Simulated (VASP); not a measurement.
Here is a VASP 6.6.1 calculation.

INCAR

```
SYSTEM = BN
ALGO     = Normal         ! electronic algorithm
EDIFF    = 1E-6           ! SCF threshold, eV
ENCUT    = 520            ! plane-wave cutoff, eV
GGA      = PE             ! functional
ISIF     = 2              ! what is computed and relaxed
ISMEAR   = 0              ! smearing method
LASPH    = .TRUE.         ! aspherical terms in the spheres
LCHARG   = .FALSE.        ! write CHGCAR
LREAL    = .FALSE.        ! projectors in reciprocal space
LWAVE    = .FALSE.        ! write WAVECAR
NBANDS   = 11             ! bands
NELM     = 80             ! most SCF steps
PREC     = Accurate       ! precision mode
SIGMA    = 0.02           ! smearing width, eV
```

The input KPOINTS:

```
k-points
0
G
  1 1 1
  0 0 0
```

File POSCAR:

```
BN
1.0
    0.0073251431      3.4541645643      2.1020294116
    1.2467226660     -0.0410427613      2.1724908007
    1.2440463538      3.4968720181     -0.0646822500
B N
1 1
Direct
    0.0062647093     -0.0078147471      0.9996584586
    0.6823088083      0.6481888848      0.3349314075
```

Potentials or basis: VASP PAW PBE potentials, release 64 (B, N).

The run is started by

```sh
$ cat potpaw_PBE.64/B/POTCAR potpaw_PBE.64/N/POTCAR > POTCAR
$ mpirun -np 1 vasp_gam > vasp.out
```

Question: What does it give for the pressure?

Answer: 41.6 GPa.

Question: What does it give for the largest force?

Answer: 1.501 eV/Å.

Forces on the atoms (eV/Å):
```
B   -0.491  1.362 -0.397
N    0.491 -1.362  0.397
```

Caveat: the k points lie up to 3.04 Å⁻¹ apart; forces of over 1 eV/Å act on the atoms, so gaps and moduli don't describe the material at rest.
